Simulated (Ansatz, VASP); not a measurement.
**TaN in VASP and in Ansatz**

Contents of POSCAR:

```
TaN
1.0
    4.8930390017      0.0000000000      0.0000000000
   -2.4465195008      4.2374960771      0.0000000000
    0.0000000000      0.0000000000      3.2865035204
Ta N
3 3
Direct
    0.3333333333      0.6666666667      0.5000000000
    0.6666666667      0.3333333333      0.5000000000
    0.0000000000      0.0000000000      0.0000000000
    0.3924063645      0.0000000000      0.0000000000
    0.6075936355      0.6075936355      0.0000000000
    0.0000000000      0.3924063645      0.0000000000
```

The input INCAR.step1:

```
PREC = Accurate
ENCUT = 520
ISMEAR = 0
SIGMA = 0.15
LREAL = False
LASPH = True
NELM = 80
NBANDS = 33
GGA = PE
ALGO = Normal
EDIFF = 1E-4
LWAVE = True
LCHARG = False
```

INCAR.step2

```
PREC = Accurate
ENCUT = 520
EDIFF = 1E-6
ISMEAR = 0
SIGMA = 0.15
LREAL = False
LASPH = True
NELM = 80
ALGO = Normal
ISIF = 2
LWAVE = False
LCHARG = False
METAGGA = R2SCAN
LMIXTAU = True
NBANDS = 33
ISTART = 1
```

File KPOINTS:

```
Automatic mesh
0
Gamma
  12 12 18
```

Input for Ansatz:

```yaml
crystal:
  lattice:
    - [4.8930390017, 0.0, 0.0]
    - [-2.4465195008, 4.2374960771, 0.0]
    - [0.0, 0.0, 3.2865035204]
  atoms:
    - { symbol: Ta, position: [0.3333333333, 0.6666666667, 0.5] }
    - { symbol: Ta, position: [0.6666666667, 0.3333333333, 0.5] }
    - { symbol: Ta, position: [0.0, 0.0, 0.0] }
    - { symbol: "N", position: [0.3924063645, 0.0, 0.0] }
    - { symbol: "N", position: [0.6075936355, 0.6075936355, 0.0] }
    - { symbol: "N", position: [0.0, 0.3924063645, 0.0] }
basis:
  ecutwfc: 500
kpoints:
  mp_grid: { grid: [12, 12, 18] }
hamiltonian:
  xc: r2scan
scf:
  occupations: { method: gaussian, width: 0.15 }
output:
  forces: true
  stress: true
  eigenvalues: true
```

Alike in both runs: task single point; functional r2SCAN; k mesh 12 × 12 × 18; occupations gaussian, width 0.15 eV; no spin polarisation.

|  | VASP | Ansatz |
| --- | --- | --- |
| version | VASP 6.6.1 | Ansatz 0.2.0 |
| potentials or method | VASP PAW PBE potentials, release 64 (Ta_pv, N), cutoff 520 eV | scalar-relativistic, plane waves, PAW |
| valence electrons in the cell | 48 | 54 |

Ansatz gave:

* gap on the k mesh at the Fermi level (eV): none
* pressure (GPa): 5.5
* traceless stress, the component that is largest in VASP (GPa): -50.57
* rms of the force components (eV/Å): 0.501

**Question.** Which values does VASP return?

**Answer.** gap on the k mesh at the Fermi level (eV): none; pressure (GPa): 7.4; traceless stress, the component that is largest in VASP (GPa): -50.97; rms of the force components (eV/Å): 0.541.

VASP's potentials were made for PBE, not for r2SCAN. Atom by atom the forces differ by 0.040 eV/Å (rms over components). A gap of «none» marks a metal or a gap that the smearing closes. With one functional, cell and mesh, what is left measures potentials, basis and numerics. VASP's potentials hold 48 valence electrons a cell and Ansatz's 54, so a difference there can come from the potentials and not from the codes.

Spin-orbit coupling is off throughout.
